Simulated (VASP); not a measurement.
# CO (P2_13) in VASP: a series of runs, part 2 of 2

VASP 6.6.1. Earlier steps stand in the parts before.

## 4. Relaxation of cell and atoms, PBEsol

This run uses another cell than the first one, of 26.37 Å³/atom.

INCAR

```
SYSTEM = CO
  PREC = Accurate
  ENCUT = 600
  EDIFF = 1E-6
  ISMEAR = 0
  SIGMA = 0.02
  LREAL = .False.
  LASPH = .True.
  NELM = 100
  ALGO = Normal
  ISIF = 3
  LWAVE = .False.
  LCHARG = .False.
  GGA = PS
  IBRION = 2
  NSW = 100
  EDIFFG = -0.005
```

KPOINTS

```
regular mesh
0
Gamma
  4 4 4
  0 0 0
```

POSCAR

```
CO
1.0
    5.9526445718      0.0000000000      0.0000000000
    0.0000000000      5.9526445718      0.0000000000
    0.0000000000      0.0000000000      5.9526445718
C O
4 4
Direct
    0.9646486821      0.9646486821      0.9646486821
    0.5353513179      0.0353513179      0.4646486821
    0.4646486821      0.5353513179      0.0353513179
    0.0353513179      0.4646486821      0.5353513179
    0.0745117741      0.0745117741      0.0745117741
    0.4254882259      0.9254882259      0.5745117741
    0.5745117741      0.4254882259      0.9254882259
    0.9254882259      0.5745117741      0.4254882259
```

Potentials or basis: VASP PAW PBE potentials, release 64 (C, O).

Run with:

```sh
cat potpaw_PBE.64/C/POTCAR potpaw_PBE.64/O/POTCAR > POTCAR
mpirun -np 1 vasp_std > vasp.out
```

OUTCAR:

```text
SYSTEM = CO
   PREC = Accurate
   ENCUT = 600
   EDIFF = 1E-6
   ISMEAR = 0
   LREAL = .False.
   LASPH = .True.
   NELM = 100
   ISIF = 3
   GGA = PS
   IBRION = 2
   NSW = 100
   EDIFFG = -0.005

 ion  position               nearest neighbor table
   1  0.965  0.965  0.965-   5 1.13
   2  0.535  0.035  0.465-   6 1.13
   3  0.465  0.535  0.035-   7 1.13
   4  0.035  0.465  0.535-   8 1.13
   5  0.075  0.075  0.075-   1 1.13
   6  0.425  0.925  0.575-   2 1.13
   7  0.575  0.425  0.925-   3 1.13
   8  0.925  0.575  0.425-   4 1.13

  LATTYP: Found a simple cubic cell.
 ALAT       =     5.9526445718

  Lattice vectors:

 A1 = (   5.9526445718,   0.0000000000,   0.0000000000)
 A2 = (   0.0000000000,   5.9526445718,   0.0000000000)
[... 297 lines left out ...]
  free  energy   TOTEN  =       -60.7768946538 eV

  energy  without entropy=      -60.7768946538  energy(sigma->0) =      -60.77689465

[... ionic steps 4 to 35 ...]

--------------------------------------- Ionic step       36  -------------------------------------------

 number of electron      39.9999985 magnetization

------------------------ aborting loop because EDIFF is reached ----------------------------------------
[... 79 lines left out ...]
--------------------------------------- Ionic step       38  -------------------------------------------

 number of electron      39.9999985 magnetization

 Free energy of the ion-electron system (eV)
  ---------------------------------------------------
  ext. energy  EPLUGINS =         0.00000000
  ---------------------------------------------------
  free energy    TOTEN  =       -60.79459397 eV

  energy without entropy =      -60.79459397  energy(sigma->0) =      -60.79459397

 E-fermi :  -5.1328     XC(G=0):  -6.4740

 val. band max:       -5.2581110061   @ k =   0.2500   0.0000   0.0000
 cond. band min:       0.6580023376   @ k =   0.2500   0.0000   0.0000
 fundamental gap:      5.9161133437
 Fermi energy:        -5.1328357983

 k-point     1 :       0.0000    0.0000    0.0000
  band No.  band energies     occupation
      1     -25.7757      2.00000
      2     -25.7209      2.00000
      3     -25.7209      2.00000
      4     -25.7209      2.00000
      5     -10.6231      2.00000
      6     -10.6231      2.00000
[... 332 lines left out ...]
  FREE ENERGIE OF THE ION-ELECTRON SYSTEM (eV)
  ---------------------------------------------------
  free  energy   TOTEN  =       -60.7945939717 eV

  energy  without entropy=      -60.7945939717  energy(sigma->0) =      -60.79459397

 reached required accuracy - stopping structural energy minimisation
```

OSZICAR:

```text
N       E                     dE             d eps       ncg     rms          rms(c)
DAV:   1     0.287167604073E+03    0.28717E+03   -0.19184E+04   550   0.147E+03
DAV:   2    -0.331302907152E+02   -0.32030E+03   -0.31492E+03   728   0.304E+02
DAV:   3    -0.632818969877E+02   -0.30152E+02   -0.30052E+02   628   0.106E+02
DAV:   4    -0.638029226756E+02   -0.52103E+00   -0.52056E+00   745   0.144E+01
[... 291 lines left out ...]
  37 F= -.60794593E+02 E0= -.60794593E+02  d E =-.702102E-06
       N       E                     dE             d eps       ncg     rms          rms(c)
DAV:   1    -0.607945968423E+02   -0.36439E-05   -0.74402E-05   550   0.638E-02    0.124E-02
DAV:   2    -0.607945942200E+02    0.26223E-05   -0.10878E-05   550   0.239E-02    0.287E-03
DAV:   3    -0.607945939717E+02    0.24830E-06   -0.55295E-07   275   0.588E-03
  38 F= -.60794594E+02 E0= -.60794594E+02  d E =-.780498E-06
```

CONTCAR:

```text
CO
   1.00000000000000
     5.6732618886706163    0.0000000000000000   -0.0000000000000000
     0.0000000000000000    5.6732618886706163    0.0000000000000000
    -0.0000000000000000   -0.0000000000000000    5.6732618886706163
  C               O
     4     4
Direct
     0.9617384136148851    0.9617384136148851    0.9617384136148851
     0.5382615863851149    0.0382615863851148    0.4617384136148852
     0.4617384136148852    0.5382615863851149    0.0382615863851148
     0.0382615863851148    0.4617384136148852    0.5382615863851149
     0.0778445392844019    0.0778445392844019    0.0778445392844019
     0.4221554607155981    0.9221554607155976    0.5778445392844023
     0.5778445392844024    0.4221554607155981    0.9221554607155976
     0.9221554607155976    0.5778445392844023    0.4221554607155981

  0.00000000E+00  0.00000000E+00  0.00000000E+00
  0.00000000E+00  0.00000000E+00  0.00000000E+00
  0.00000000E+00  0.00000000E+00  0.00000000E+00
  0.00000000E+00  0.00000000E+00  0.00000000E+00
  0.00000000E+00  0.00000000E+00  0.00000000E+00
  0.00000000E+00  0.00000000E+00  0.00000000E+00
  0.00000000E+00  0.00000000E+00  0.00000000E+00
  0.00000000E+00  0.00000000E+00  0.00000000E+00
```

Run time: 24 min. Hardware: 1 thread of Oxide Virtual Turin-like, shared host; peak memory 0.31 GiB.

Results:

```yaml
Free_energy: -60.7946 eV
Relaxed_volume: 22.82 Å³/atom
Relaxed_cell: a = 5.673 Å, b = 5.673 Å, c = 5.673 Å, α = 90.00°, β = 90.00°, γ = 90.00°
Space_group_after_relaxing_to_0.1_Å: P2_13 (No. 198)
Energy_gained_by_relaxing: 4.2 meV/atom
Ionic_steps: 38
Pressure_after_relaxing: 0.0 GPa
Largest_force_after_relaxing: 0.004 eV/Å
Band_gap_on_the_k_mesh: 5.92 eV
```

Forces in eV/Å, atoms in the order of the input:
```
C    0.000  0.000  0.000
C    0.000  0.000  0.000
C    0.000  0.000  0.000
C    0.000  0.000  0.000
O    0.002  0.002  0.002
O   -0.002 -0.002  0.002
O    0.002 -0.002 -0.002
O   -0.002  0.002 -0.002
```

Step by step:
| step | energy change (eV) | largest force (eV/Å) | pressure (GPa) | volume (Å³) |
| --- | --- | --- | --- | --- |
| 1 | 0.0000 | 1.0005 | 0.99 | 210.93 |
| 2 | 1.7432 | 7.9970 | -9.91 | 215.95 |
| 3 | -0.0162 | 0.0842 | -0.25 | 211.33 |
| 4 | -0.0163 | 0.0034 | -0.15 | 211.29 |
| 5 | -0.0163 | 0.0201 | -0.13 | 211.28 |
| 6 | -0.0168 | 0.0198 | -0.14 | 210.74 |
| 7 | -0.0184 | 0.0244 | -0.12 | 209.10 |
| 8 | -0.0213 | 0.0319 | -0.10 | 205.87 |
| 9 | -0.0265 | 0.0634 | -0.05 | 199.49 |
| 10 | -0.0327 | 0.1842 | 0.18 | 187.13 |
| 11 | -0.0098 | 0.6693 | 1.31 | 163.96 |
| 12 | -0.0307 | 0.4360 | 0.58 | 183.15 |
| 13 | -0.0307 | 0.4318 | 0.56 | 183.11 |
| 14 | -0.0309 | 0.4212 | 0.55 | 182.98 |
| 15 | -0.0311 | 0.4005 | 0.53 | 182.72 |
| 16 | -0.0316 | 0.3607 | 0.48 | 182.21 |
| 17 | -0.0324 | 0.2838 | 0.39 | 181.19 |
| 18 | -0.0331 | 0.1305 | 0.22 | 179.16 |
| 19 | -0.0331 | 0.1200 | 0.20 | 179.04 |
| 20 | -0.0331 | 0.1010 | 0.18 | 178.80 |
| 21 | -0.0331 | 0.1095 | 0.19 | 178.88 |
| 22 | -0.0332 | 0.1054 | 0.18 | 179.06 |
| 23 | -0.0334 | 0.0901 | 0.15 | 179.58 |
| 24 | -0.0337 | 0.0630 | 0.10 | 180.63 |
| 25 | -0.0339 | 0.0102 | 0.00 | 182.74 |
| 26 | -0.0339 | 0.0199 | 0.02 | 182.32 |
| 27 | -0.0339 | 0.0201 | 0.03 | 182.39 |
| 28 | -0.0339 | 0.0164 | 0.02 | 182.56 |
| 29 | -0.0339 | 0.0136 | 0.02 | 182.65 |
| 30 | -0.0339 | 0.0051 | 0.01 | 182.57 |
| 31 | -0.0339 | 0.0060 | 0.02 | 182.58 |
| 32 | -0.0339 | 0.0112 | 0.01 | 182.62 |
| 33 | -0.0339 | 0.0101 | 0.00 | 182.60 |
| 34 | -0.0339 | 0.0083 | 0.01 | 182.59 |
| 35 | -0.0339 | 0.0075 | 0.01 | 182.58 |
| 36 | -0.0339 | 0.0072 | 0.01 | 182.58 |
| 37 | -0.0339 | 0.0070 | 0.01 | 182.58 |
| 38 | -0.0339 | 0.0036 | 0.01 | 182.60 |

Final structure:
```cif
data_structure
_symmetry_space_group_name_H-M 'P 1'
_symmetry_Int_Tables_number 1
_cell_length_a 5.6733
_cell_length_b 5.6733
_cell_length_c 5.6733
_cell_angle_alpha 90.000
_cell_angle_beta 90.000
_cell_angle_gamma 90.000
_cell_volume 182.60
loop_
_atom_site_label
_atom_site_type_symbol
_atom_site_fract_x
_atom_site_fract_y
_atom_site_fract_z
_atom_site_occupancy
C1 C 0.96174 0.96174 0.96174 1
C2 C 0.53826 0.03826 0.46174 1
C3 C 0.46174 0.53826 0.03826 1
C4 C 0.03826 0.46174 0.53826 1
O1 O 0.07784 0.07784 0.07784 1
O2 O 0.42216 0.92216 0.57784 1
O3 O 0.57784 0.42216 0.92216 1
O4 O 0.92216 0.57784 0.42216 1
```

Levels at points of the mesh, in eV from the valence-band top:
| k point | band 17 | band 18 | band 19 | band 20 | band 21 | band 22 | band 23 | band 24 |
| --- | --- | --- | --- | --- | --- | --- | --- | --- |
| (0.00, 0.00, 0.00) | -1.14 | -0.03 | -0.03 | -0.03 | 6.12 | 6.12 | 6.12 | 6.75 |
| (0.50, 0.00, 0.00) | -0.55 | -0.55 | 0.00 | 0.00 | 5.96 | 5.96 | 6.64 | 6.64 |
| (0.50, 0.50, 0.00) | -0.35 | -0.35 | -0.20 | -0.20 | 6.16 | 6.16 | 6.44 | 6.44 |
| (0.50, 0.50, 0.50) | -0.29 | -0.29 | -0.29 | -0.29 | 6.46 | 6.46 | 6.46 | 6.46 |

Caveat: this functional lacks dispersion, which holds the molecules together, so the pressure and a relaxed volume are unreliable; the PAW data sets were made with another functional, which shifts forces and pressure a little.

## 5. Single point, PBEsol

This run uses another cell than the first one: it holds 16 atoms, not 8.

INCAR

```
SYSTEM = CO
ALGO = Normal
EDIFF = 1E-6
ENCUT = 520
GGA = PS
ISIF = 2
ISMEAR = 0
LASPH = .TRUE.
LCHARG = .FALSE.
LREAL = Auto
LWAVE = .FALSE.
NBANDS = 54
NELM = 100
PREC = Accurate
SIGMA = 0.05
```

KPOINTS

```
k-points
0
G
  4 4 2
  0 0 0
```

POSCAR

```
CO
1.0
    0.0000000000     -5.9526445718      0.0000000000
    0.0000000000      0.0000000000     -5.9526445718
   11.9052891436      0.0000000000      0.0000000000
C O
8 8
Direct
    0.0353513179      0.0353513179      0.4823243411
    0.0353513179      0.0353513179      0.9823243410
    0.9646486821      0.5353513179      0.2676756590
    0.9646486821      0.5353513179      0.7676756590
    0.4646486821      0.9646486821      0.2323243410
    0.4646486821      0.9646486821      0.7323243410
    0.5353513179      0.4646486821      0.0176756590
    0.5353513179      0.4646486821      0.5176756590
    0.9254882259      0.9254882259      0.0372558870
    0.9254882259      0.9254882259      0.5372558870
    0.0745117741      0.4254882259      0.2127441130
    0.0745117741      0.4254882259      0.7127441130
    0.5745117741      0.0745117741      0.2872558870
    0.5745117741      0.0745117741      0.7872558870
    0.4254882259      0.5745117741      0.4627441130
    0.4254882259      0.5745117741      0.9627441130
```

Run with:

```sh
cat potpaw_PBE.64/C/POTCAR potpaw_PBE.64/O/POTCAR > POTCAR
mpirun -np 1 vasp_std > vasp.out
```

Run time: 11 min. Hardware: 1 thread of Oxide Virtual Turin-like, shared host; peak memory 0.57 GiB.

It converged, with:

```
Free energy            : -121.4872 eV
Pressure               : 1.1 GPa
Largest force          : 1.038 eV/Å
Band gap on the k mesh : 6.18 eV
```

Forces in eV/Å, atoms in the order of the input:
```
C   -0.594 -0.602 -0.602
C   -0.594 -0.602 -0.602
C    0.594  0.602 -0.602
C    0.594  0.602 -0.602
C   -0.594  0.602  0.602
C   -0.594  0.602  0.602
C    0.594 -0.602  0.602
C    0.594 -0.602  0.602
O    0.597  0.596  0.596
O    0.597  0.596  0.596
O   -0.597 -0.596  0.596
O   -0.597 -0.596  0.596
O    0.597 -0.596 -0.596
O    0.597 -0.596 -0.596
O   -0.597  0.596 -0.596
O   -0.597  0.596 -0.596
```

Levels at points of the mesh, in eV from the valence-band top:
| k point | band 36 | band 37 | band 38 | band 39 | band 40 | band 41 | band 42 | band 43 | band 44 | band 45 |
| --- | --- | --- | --- | --- | --- | --- | --- | --- | --- | --- |
| (0.00, 0.00, 0.00) | -0.02 | -0.02 | -0.02 | 0.00 | 0.00 | 6.20 | 6.20 | 6.35 | 6.35 | 6.35 |
| (0.50, 0.00, 0.00) | -0.27 | -0.15 | -0.15 | 0.00 | 0.00 | 6.20 | 6.20 | 6.35 | 6.35 | 6.60 |
| (0.00, 0.50, 0.00) | -0.27 | -0.15 | -0.15 | 0.00 | 0.00 | 6.20 | 6.20 | 6.35 | 6.35 | 6.60 |
| (0.50, 0.50, 0.00) | -0.22 | -0.22 | -0.22 | -0.15 | -0.15 | 6.35 | 6.35 | 6.60 | 6.60 | 6.60 |
| (0.00, 0.00, 0.50) | -0.15 | -0.02 | -0.02 | 0.00 | 0.00 | 6.18 | 6.18 | 6.32 | 6.32 | 6.65 |
| (0.50, 0.00, 0.50) | -0.37 | -0.06 | -0.06 | -0.06 | -0.06 | 6.27 | 6.27 | 6.27 | 6.27 | 6.68 |
| (0.00, 0.50, 0.50) | -0.37 | -0.06 | -0.06 | -0.06 | -0.06 | 6.26 | 6.26 | 6.26 | 6.26 | 6.74 |
| (0.50, 0.50, 0.50) | -0.26 | -0.17 | -0.17 | -0.17 | -0.17 | 6.43 | 6.43 | 6.43 | 6.43 | 6.63 |

Caveat: this functional lacks dispersion, which holds the molecules together, so the pressure and a relaxed volume are unreliable; the PAW data sets were made with another functional, which shifts forces and pressure a little. A k mesh can miss the band edges.

## 6. Overview

| task | cell | k mesh | cutoff (eV) | smearing | gap on the mesh (eV) | pressure (GPa) | largest force (eV/Å) |
| --- | --- | --- | --- | --- | --- | --- | --- |
| single point | a = 5.706 Å, 8 atoms, atomic positions A | 4 × 4 × 4 | 520 | gaussian 0.1 eV | 6.00 | 1.4 | 1.04 |
| single point | a = 5.953 Å, 8 atoms, atomic positions B | 4 × 4 × 4 | 520 | gaussian 0.02 eV | 6.18 | 1.1 | 1.04 |
| relaxation of cell and atoms | relaxed from a = 5.953 Å, 8 atoms, atomic positions B | 4 × 4 × 4 | 600 | gaussian 0.02 eV | 5.92 | 0.0 | - |
| single point | a = 5.953, b = 5.953, c = 11.905 Å, 16 atoms, atomic positions C | 4 × 4 × 2 | 520 | gaussian 0.05 eV | 6.18 | 1.1 | 1.04 |

Alike in all rows: level PBEsol; potentials or basis VASP PAW PBE potentials, release 64 (C, O); no spin polarisation.

Caveats: this functional lacks dispersion, which holds the molecules together, so the pressure and a relaxed volume are unreliable; the PAW data sets were made with another functional, which shifts forces and pressure a little.

Total energies depend on the potentials used, so only differences within one code and one set of settings carry meaning.
